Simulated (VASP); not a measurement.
# Cr (Im-3m) in VASP: single point with PBE

Aim: the single point of Cr with PBE.

All numbers are computed with VASP 6.6.1; they aren't measurements. Logs are shortened: lines on timing, memory, paths and dates and some standing lists are left out, and cuts for length are marked.

## 1. The cell of the first run

The structure is cubic, space group Im-3m (No. 229). Conventional cell: a = 2.800 Å, b = 2.800 Å, c = 2.800 Å, α = 90.00°, β = 90.00°, γ = 90.00°. Cr (site symmetry m-3m) has 14 Cr at 2.43 to 2.80 Å within 3.2 Å.

## 2. Single point, PBE (volume scaled by 0.95)

Contents of INCAR:

```
  PREC = Accurate
  ENCUT = 520
  EDIFF = 1E-6
  ISMEAR = -1
  SIGMA = 0.08
  LREAL = F
  LASPH = T
  NELM = 100
  ALGO = Normal
  ISIF = 2
  LWAVE = F
  LCHARG = F
  GGA = PE
  NBANDS = 12
```

Contents of KPOINTS:

```
regular mesh
0
Gamma
  21 21 21
```

Contents of POSCAR:

```
Cr
1.0
   -1.4000999873      1.4000999873      1.4000999873
    1.4000999873     -1.4000999873      1.4000999873
    1.4000999873      1.4000999873     -1.4000999873
Cr
1
Direct
    0.0000000000      0.0000000000      0.0000000000
```

Potentials or basis: VASP PAW PBE potentials, release 64 (Cr_pv).

Launch:

```sh
> cat potpaw_PBE.64/Cr_pv/POTCAR > POTCAR
> mpirun -np 1 vasp_std > vasp.out
```

OUTCAR:

```text
PREC = Accurate
   ENCUT = 520
   EDIFF = 1E-6
   ISMEAR = -1
   LREAL = F
   LASPH = T
   NELM = 100
   ISIF = 2
   GGA = PE

 ion  position               nearest neighbor table
   1  0.000  0.000  0.000-

  LATTYP: Found a body centered cubic cell.
 ALAT       =     2.8001999746

  Lattice vectors:

 A1 = (  -1.4000999873,   1.4000999873,   1.4000999873)
 A2 = (   1.4000999873,  -1.4000999873,   1.4000999873)
 A3 = (   1.4000999873,   1.4000999873,  -1.4000999873)

Analysis of symmetry for initial positions (statically):
=====================================================================
 Subroutine PRICEL returns:
 Original cell was already a primitive cell.

 Routine SETGRP: Setting up the symmetry group for a
 body centered cubic supercell.

 Subroutine GETGRP returns: Found 48 space group operations
 (whereof 48 operations were pure point group operations)
 out of a pool of 48 trial point group operations.

The static configuration has the point symmetry O_h .

Analysis of symmetry for dynamics (positions and initial velocities):
=====================================================================
 Subroutine PRICEL returns:
 Original cell was already a primitive cell.

 Routine SETGRP: Setting up the symmetry group for a
 body centered cubic supercell.

 Subroutine GETGRP returns: Found 48 space group operations
 (whereof 48 operations were pure point group operations)
 out of a pool of 48 trial point group operations.

The dynamic configuration has the point symmetry O_h .

 Subroutine INISYM returns: Found 48 space group operations
 (whereof 48 operations are pure point group operations),
 and found     1 'primitive' translations

----------------------------------------------------------------------------------------

                                     Primitive cell

  volume of cell :      10.9784

  direct lattice vectors                    reciprocal lattice vectors
    -1.400099987  1.400099987  1.400099987     0.000000000  0.357117352  0.357117352
     1.400099987 -1.400099987  1.400099987     0.357117352  0.000000000  0.357117352
     1.400099987  1.400099987 -1.400099987     0.357117352  0.357117352  0.000000000

  length of vectors
     2.425044314  2.425044314  2.425044314     0.505040203  0.505040203  0.505040203

  position of ions in fractional coordinates (direct lattice)
     0.000000000  0.000000000  0.000000000

  ion indices of the primitive-cell ions
   primitive index   ion index
                 1           1

[... 72 lines left out ...]
   LREAL  =      F    real-space projection
   EDIFFG = 0.1E-04   stopping-criterion for IOM
   NSW    =      0    number of steps for IOM
   IBRION =     -1    ionic relax: 0-MD 1-quasi-New 2-CG
   NFREE  =      0    steps in history (QN), initial steepest desc. (CG)
   ISIF   =      2    stress and relaxation
   ISYM   =      2    0-nonsym 1-usesym 2-fastsym
   POTIM  = 0.5000    time-step for ionic-motion
   TEBEG  =    0.0;   TEEND  =   0.0 temperature during run
   PSTRESS=    0.0 pullay stress
   NELECT =      12.0000    total number of electrons
   NUPDOWN=      -1.0000    fix difference up-down
   EMIN   =  10.00;   EMAX   =-10.00  energy-range for DOS
   EFERMI =   0.00;   METHOD = LEGACY
   ISMEAR =    -1;   SIGMA  =   0.08  broadening in eV -4-tet -1-fermi 0-gaus
   EFERMI_NEDOS =   21; number of points for ismear=-14 and -15
   IALGO  =     38    algorithm
   IMIX   =      4    mixing-type and parameters
     AMIX     =   0.40;   BMIX     =  1.00
     AMIX_MAG =   1.60;   BMIX_MAG =  1.00
  volume/ion in A,a.u.               =      10.98        74.09
  Fermi-wavevector in a.u.,A,eV,Ry     =   1.686383  3.186802 38.693437  2.843887
  Thomas-Fermi vector in A             =   2.769058
   LORBIT       =      0    0 simple, 1 ext, 2 COOP (PROOUT), +10 PAW based schemes
   GGA     = PE    functional components
   LHFCALC =     F    Hartree Fock is set to
   AEXX    =    0.0000 exact exchange contribution
   IVDW    =     0    specifies the selected vdW correction
   LEPSILON=     F    determine dielectric tensor
   LRPA    =     F    only Hartree local field effects (RPA)
 non-spin polarized calculation
  energy-cutoff  :      520.00
  volume of cell :       10.98
 maximum number of plane-waves:       321
 NGX is ok and might be reduce to    18
   NGX =  9   NGY =  9   NGZ =  9

 number of electron      12.0000013 magnetization

 Free energy of the ion-electron system (eV)
  ---------------------------------------------------
  ext. energy  EPLUGINS =         0.00000000
  ---------------------------------------------------
  free energy    TOTEN  =        -9.49920712 eV

  energy without entropy =       -9.48376286  energy(sigma->0) =       -9.49148499

 E-fermi :  11.7348     XC(G=0): -13.9716

 val. band max:       11.7158889173   @ k =  -0.1905   0.2381   0.0952
 cond. band min:      11.7415208439   @ k =  -0.3333   0.3333   0.2381
 fundamental gap:      0.0256319266
 Fermi energy:        11.7347554472

 k-point     1 :       0.0000    0.0000    0.0000
  band No.  band energies     occupation
      1     -30.9379      2.00000
      2     -30.9379      2.00000
      3     -30.9379      2.00000
      4       3.6798      2.00000
      5      10.7372      1.99999
      6      10.7372      1.99999
      7      10.7372      1.99999
      8      12.9300      0.00000
      9      12.9300      0.00000
     10      18.8561      0.00000
     11      34.4139      0.00000
     12      34.4139      0.00000
[... 331 lines left out ...]
 k-point    24 :       0.1905    0.0952    0.0000
  band No.  band energies     occupation
      1     -31.4809      2.00000
      2     -31.0958      2.00000
      3     -30.9731      2.00000
      4       6.1434      2.00000
      5       9.9177      2.00000
      6      10.1771      2.00000
      7      12.4193      0.00038
      8      12.6914      0.00001
      9      13.1692      0.00000
     10      18.8554      0.00000
     11      29.6663      0.00000
     12      31.6115      0.00000

 [... further k-points ...]
[... 5 lines left out ...]
  --------------------------------------------------------------------------------------
  -------------------------------------------------------------------------------------
  Total        0.9710913      0.9710913      0.9710913      0.0000000      0.0000000      0.0000000
  in kB      141.7207675    141.7207675    141.7207675      0.0000000      0.0000000      0.0000000
  external PRESSURE =     141.7207675 kB  Pullay stress =       0.0000000 kB

 VOLUME and BASIS-vectors are now :
 -----------------------------------------------------------------------------
  energy-cutoff  :      520.00
  volume of cell :       10.98
      direct lattice vectors                 reciprocal lattice vectors
    -1.400099987  1.400099987  1.400099987     0.000000000  0.357117352  0.357117352
     1.400099987 -1.400099987  1.400099987     0.357117352  0.000000000  0.357117352
     1.400099987  1.400099987 -1.400099987     0.357117352  0.357117352  0.000000000

 POSITION                                       TOTAL-FORCE (eV/Angst)
 -----------------------------------------------------------------------------------
      0.00000      0.00000      0.00000        -0.000000     -0.000000      0.000000
 -----------------------------------------------------------------------------------
    total drift:                                0.000000      0.000000      0.000000

  FREE ENERGIE OF THE ION-ELECTRON SYSTEM (eV)
  ---------------------------------------------------
  free  energy   TOTEN  =        -9.4992071242 eV

  energy  without entropy=       -9.4837628618  energy(sigma->0) =       -9.49148499
```

OSZICAR:

```text
N       E                     dE             d eps       ncg     rms          rms(c)
DAV:   1     0.793444771893E+02    0.79344E+02   -0.70915E+03  6924   0.121E+03
DAV:   2    -0.992385513035E+01   -0.89268E+02   -0.85930E+02  7032   0.296E+02
DAV:   3    -0.110811044662E+02   -0.11572E+01   -0.11519E+01  7576   0.405E+01
DAV:   4    -0.110868636591E+02   -0.57592E-02   -0.57591E-02  7308   0.286E+00
DAV:   5    -0.110869291679E+02   -0.65509E-04   -0.65509E-04  7472   0.280E-01    0.137E+01
DAV:   6    -0.952746928929E+01    0.15595E+01   -0.38964E+00  7208   0.340E+01    0.179E+00
DAV:   7    -0.950947322552E+01    0.17996E-01   -0.38690E-02  7044   0.241E+00    0.990E-01
DAV:   8    -0.949917313097E+01    0.10300E-01   -0.26069E-03  7344   0.809E-01    0.119E-01
DAV:   9    -0.949922950978E+01   -0.56379E-04   -0.32792E-04  6932   0.277E-01    0.367E-02
DAV:  10    -0.949921078168E+01    0.18728E-04   -0.21006E-05  7604   0.833E-02    0.765E-03
DAV:  11    -0.949920701737E+01    0.37643E-05   -0.77178E-07  4308   0.144E-02    0.168E-03
DAV:  12    -0.949920712423E+01   -0.10686E-06   -0.58667E-08  3492   0.346E-03
   1 F= -.94992071E+01 E0= -.94914850E+01  d E =-.154443E-01
```

stdout:

```text
POSCAR found type information on POSCAR Cr
 POSCAR found :  1 types and       1 ions
 scaLAPACK will be used
 LDA part: xc-table for (Slater+PW92), standard interpolation
 POSCAR, INCAR and KPOINTS ok, starting setup
 FFT: planning ... GRIDC
 FFT: planning ... GRID_SOFT
 FFT: planning ... GRID
 WAVECAR not read
 entering main loop
```

Wall time 24 s (1 thread of Intel Xeon Platinum 8259CL at 2.50GHz (Skylake/Cascade Lake), shared host); peak memory 0.15 GiB.

Results:

- Free energy: -9.4992 eV
- Pressure: 14.2 GPa
- Band gap on the k mesh: zero (band 6 reaches 14.27 eV, above the bottom of band 7 at 10.74 eV)

Levels at points of the mesh, in eV from the Fermi level:
| k point | band 4 | band 5 | band 6 | band 7 | band 8 | band 9 |
| --- | --- | --- | --- | --- | --- | --- |
| (0.00, 0.00, 0.00) | -8.05 | -1.00 | -1.00 | -1.00 | 1.20 | 1.20 |

Caveat: the run has no spin polarisation, though such a crystal can be magnetic. Spin polarisation is off, so any magnetic state and its effect on volume and gap are missing.
